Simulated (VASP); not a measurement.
Here is a VASP 6.6.1 calculation.

INCAR

```
ALGO = Normal ; EDIFF = 1E-7
ENCUT = 520 ; GGA = PE
ISIF = 2 ; ISMEAR = 1
LASPH = True ; LCHARG = True
LELF = True ; LREAL = False
LVHAR = True ; LWAVE = False
NBANDS = 13 ; NELM = 80
PREC = Accurate ; SIGMA = 0.03
```

Contents of KPOINTS:

```
k-points
0
Gamma
  14 14 14
```

The input POSCAR:

```
W
1.0
   -1.5921723362      1.5921723362      1.5921723362
    1.5921723362     -1.5921723362      1.5921723362
    1.5921723362      1.5921723362     -1.5921723362
W
1
Direct
    0.0000000000      0.0000000000      0.0000000000
```

Potentials or basis: VASP PAW PBE potentials, release 64 (W_sv).

The run is started by

```console
$ cat potpaw_PBE.64/W_sv/POTCAR > POTCAR
$ mpirun -np 1 vasp_std > vasp.out
```

(1) What does it give for the pressure?

(2) What does it give for the band gap on the k mesh?

Answers

(1) 0.9 GPa.

(2) zero (band 7 reaches 16.20 eV, above the bottom of band 8 at 9.97 eV).

Caveat: spin-orbit coupling is left out, which moves the levels of the heavy elements.
